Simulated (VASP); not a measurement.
Wanted: the native input for a VASP 6.6.1 run.

* Task: single point
* Functional: PBEsol
* Potentials or basis: VASP PAW PBE potentials, release 64 (Sn_d)
* Cutoff: 520 eV
* k mesh: 8 × 8 × 8
* Occupations: gaussian, width 0.1 eV
* Spin: no spin polarisation
* Dipole correction: no
* Further INCAR settings: ALGO = Normal; EDIFF = 1e-06; NBANDS = 21

The structure of Sn lies in POSCAR:

```
Sn
1.0
   -2.7653751321      2.7653751321      1.5295651222
    2.7653751321     -2.7653751321      1.5295651222
    2.7653751321      2.7653751321     -1.5295651222
Sn
2
Direct
    0.0000000000      0.0000000000      0.0000000000
    0.7500000000      0.2500000000      0.5000000000
```

One way to write it, as run:

INCAR

```
  PREC = Accurate
  ENCUT = 520
  EDIFF = 1E-6
  ISMEAR = 0
  SIGMA = 0.1
  LREAL = False
  LASPH = True
  NELM = 60
  ALGO = Normal
  ISIF = 2
  LWAVE = False
  LCHARG = True
  GGA = PS
  LELF = True
  LVHAR = True
  NBANDS = 21
```

KPOINTS

```
Automatic mesh
0
Gamma
  8 8 8
```

Potentials or basis: VASP PAW PBE potentials, release 64 (Sn_d).

Launch:

```sh
$ cat potpaw_PBE.64/Sn_d/POTCAR > POTCAR
$ mpirun -np 1 vasp_std > vasp.out
```

It gave:

```
Pressure               : 10.9 GPa
Band gap on the k mesh : zero (band 14 reaches 11.77 eV, above the bottom of band 15 at 7.29 eV)
```

Caveat: the PAW data sets were made with another functional, which shifts forces and pressure a little; spin-orbit coupling is left out, which moves the levels of the heavy elements.

Wall time 16 s on 1 thread of Intel(R) Xeon(R) 6975P-C (Granite Rapids) (shared host), peak memory 0.19 GiB.
